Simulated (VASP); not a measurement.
Crystal: BiN.

```
Bi N
1.0
     0.00000    2.77610    2.77610
     2.77610    0.00000    2.77610
     2.77610    2.77610    0.00000
Bi N
1 1
Direct
  0.00000 0.00000 0.00000
  0.25000 0.25000 0.25000
```

Base run:

```yaml
Program: VASP 6.6.1
Functional: r2SCAN
Potentials_or_basis: VASP PAW PBE potentials, release 64 (Bi_d, N)
Cutoff: 520 eV
k_mesh: 10 × 10 × 10
Occupations: gaussian, width 0.05 eV
Spin: no spin polarisation
```

Its results: band gap on the k mesh zero (band 10 reaches 6.45 eV, above the bottom of band 11 at 5.84 eV); pressure -1.8 GPa.

**Question.** The run is repeated on the same cell with these changes: functional from r2SCAN to LDA; potentials or basis from VASP PAW PBE potentials, release 64 (Bi_d, N) to VASP PAW LDA potentials, release 64 (Bi_d, N). What comes out?

**Answer.** Band gap on the k mesh zero (band 10 reaches 6.21 eV, above the bottom of band 11 at 5.60 eV); pressure -5.2 GPa.

Caveats: spin-orbit coupling is left out, which moves the levels of the heavy elements; the PAW data sets were made with another functional, which shifts forces and pressure a little (some runs).
